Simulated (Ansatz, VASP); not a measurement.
One calculation of SrCl2, two programs

The input INCAR:

```
SYSTEM = SrCl2
  PREC = Accurate
  ENCUT = 520
  EDIFF = 1E-6
  ISMEAR = 0
  SIGMA = 0.05
  LREAL = .False.
  LASPH = .True.
  NELM = 80
  ALGO = Normal
  ISIF = 2
  LWAVE = .False.
  LCHARG = .False.
  GGA = PE
  NBANDS = 19
```

File KPOINTS:

```
regular mesh
0
Gamma
  6 6 6
  0 0 0
```

The input POSCAR:

```
SrCl2
1.0
    0.0000000000      3.4781096576      3.3146385037
    3.4781096576      0.0000000000      3.3146385037
    3.4781096576      3.4781096576      0.0000000000
Sr Cl
1 2
Direct
    0.0000000000      0.0000000000      0.0000000000
    0.2500000000      0.2500000000      0.2500000000
    0.7500000000      0.7500000000      0.7500000000
```

Input for Ansatz:

```yaml
crystal:
  lattice:
    - [0.0, 3.4781096576, 3.3146385037]
    - [3.4781096576, 0.0, 3.3146385037]
    - [3.4781096576, 3.4781096576, 0.0]
  atoms:
    - { symbol: Sr, position: [0.0, 0.0, 0.0] }
    - { symbol: Cl, position: [0.25, 0.25, 0.25] }
    - { symbol: Cl, position: [0.75, 0.75, 0.75] }
basis:
  ecutwfc: 420
kpoints:
  mp_grid: { grid: [6, 6, 6] }
hamiltonian:
  xc: pbe
scf:
  occupations: { method: gaussian, width: 0.05 }
output:
  forces: true
  stress: true
  eigenvalues: true
```

Alike in both runs: task single point; functional PBE; k mesh 6 × 6 × 6; occupations gaussian, width 0.05 eV; no spin polarisation.

|  | VASP | Ansatz |
| --- | --- | --- |
| version | VASP 6.6.1 | Ansatz 0.2.0 |
| potentials or method | VASP PAW PBE potentials, release 64 (Sr_sv, Cl), cutoff 520 eV | scalar-relativistic, plane waves, PAW |
| valence electrons in the cell | 24 | 24 |

Ansatz gave:

| Item | Value |
| --- | --- |
| gap on the k mesh at the Fermi level (eV) | 5.22 |
| least direct gap on the mesh (eV) | 5.24 |
| pressure (GPa) | 3.5 |
| traceless stress, the component that is largest in VASP (GPa) | 1.87 |

**Question.** What did VASP give for the same quantities?

**Answer.** gap on the k mesh at the Fermi level (eV): 5.22; least direct gap on the mesh (eV): 5.24; pressure (GPa): 3.6; traceless stress, the component that is largest in VASP (GPa): 1.86.
